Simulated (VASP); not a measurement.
Wanted: the native input for a VASP 6.6.1 run.

- Task: single point
- Functional: LDA
- Potentials or basis: VASP PAW LDA potentials, release 64 (In_d, Bi_d)
- Cutoff: 520 eV
- k mesh: 5 × 5 × 4
- Occupations: gaussian, width 0.05 eV
- Spin: no spin polarisation
- Dipole correction: no
- Further INCAR settings: ALGO = Normal; EDIFF = 1e-06; NBANDS = 50

The structure of In2Bi lies in POSCAR:

```
In2Bi
1.0
    5.6527659122      0.0000000000      0.0000000000
   -2.8263829561      4.8954387669      0.0000000000
    0.0000000000      0.0000000000      6.7511119551
In Bi
4 2
Direct
    0.0000000000      0.0000000000      0.0000000000
    0.0000000000      0.0000000000      0.5000000000
    0.3333333333      0.6666666667      0.7500000000
    0.6666666667      0.3333333333      0.2500000000
    0.3333333333      0.6666666667      0.2500000000
    0.6666666667      0.3333333333      0.7500000000
```

The input as run:

INCAR

```
  PREC = Accurate
  ENCUT = 520
  EDIFF = 1E-6
  ISMEAR = 0
  SIGMA = 0.05
  LREAL = False
  LASPH = True
  NELM = 80
  ALGO = Normal
  ISIF = 2
  LWAVE = False
  LCHARG = False
  GGA = CA
  NBANDS = 50
```

KPOINTS

```
Automatic mesh
0
Gamma
  5 5 4
```

Potentials or basis: VASP PAW LDA potentials, release 64 (In_d, Bi_d).

Command:

```sh
$ cat potpaw_LDA.64/In_d/POTCAR potpaw_LDA.64/Bi_d/POTCAR > POTCAR
$ mpirun -np 1 vasp_std > vasp.out
```

It gave:

```
Pressure               : -5.3 GPa
Band gap on the k mesh : zero (bands 41 and 42 overlap by 1.66 eV)
```

Caveat: the cell stands under tension; spin-orbit coupling is left out, which moves the levels of the heavy elements.

Run time: 2.9 min on 1 thread of Intel Xeon 8259CL, on a shared host, peak memory 0.29 GiB.
